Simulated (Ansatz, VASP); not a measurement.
# C: VASP beside Ansatz

```xyz
8
Lattice="3.5603 0.0000 0.0000 0.0000 -3.5603 0.0000 0.0000 0.0000 -3.5603" Properties=species:S:1:pos:R:3 pbc="T T T"
C     1.7109   -0.0693   -0.0693
C     0.0000   -1.7801    0.0000
C     0.0000    0.0000   -1.7801
C     1.7801   -1.7801   -1.7801
C     2.6702   -2.6702   -2.6702
C     0.8901   -0.8901   -2.6702
C     0.8901   -2.6702   -0.8901
C     2.6702   -0.8901   -0.8901
```

Alike in both runs: task single point; functional r2SCAN; k mesh 6 × 6 × 6; occupations gaussian, width 0.05 eV; no spin polarisation.

|  | VASP | Ansatz |
| --- | --- | --- |
| version | VASP 6.6.1 | Ansatz 0.2.0 |
| potentials or method | VASP PAW PBE potentials, release 64 (C), cutoff 520 eV | scalar-relativistic, plane waves, PAW |
| valence electrons in the cell | 32 | 32 |

|  | VASP | Ansatz | Ansatz less VASP |
| --- | --- | --- | --- |
| gap on the k mesh at the Fermi level (eV) | 3.56 | 3.59 | +0.025 |
| least direct gap on the mesh (eV) | 3.56 | 3.59 | +0.025 |
| pressure (GPa) | 2.5 | 1.3 | -1.14 |
| traceless stress, the component that is largest in VASP (GPa) | 0.11 | 0.19 | +0.071 |
| rms of the force components (eV/Å) | 1.106 | 1.103 | -0.0033 |

VASP's potentials were made for PBE, not for r2SCAN. Atom by atom the forces differ by 0.007 eV/Å (rms over components).
